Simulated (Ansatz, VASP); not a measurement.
**MnHg in VASP and in Ansatz**

```
Mn Hg
1.0
     3.14561    0.00000    0.00000
     0.00000    3.14561    0.00000
     0.00000    0.00000    3.14943
Mn Hg
1 1
Cartesian
  1.5728 1.5728 1.5747
  0.0000 0.0000 0.0000
```

Alike in both runs: functional PBE; k mesh 12 × 12 × 12; occupations gaussian, width 0.1 eV; no spin polarisation.

Ansatz relaxed the structure, and its values are those at the end. VASP's run is a single point on that final structure, the one shown.

|  | VASP | Ansatz |
| --- | --- | --- |
| version | VASP 6.6.1 | Ansatz 0.2.0 |
| potentials or method | VASP PAW PBE potentials, release 64 (Mn_pv, Hg), cutoff 520 eV | scalar-relativistic, plane waves, PAW |
| valence electrons in the cell | 25 | 35 |

|  | VASP | Ansatz | Ansatz less VASP |
| --- | --- | --- | --- |
| gap on the k mesh at the Fermi level (eV) | none | none | - |
| pressure (GPa) | 1.3 | 0.0 | -1.26 |

A gap of «none» marks a metal or a gap that the smearing closes. VASP's potentials hold 25 valence electrons a cell and Ansatz's 35, so a difference there can come from the potentials and not from the codes.

Spin-orbit coupling is off throughout.
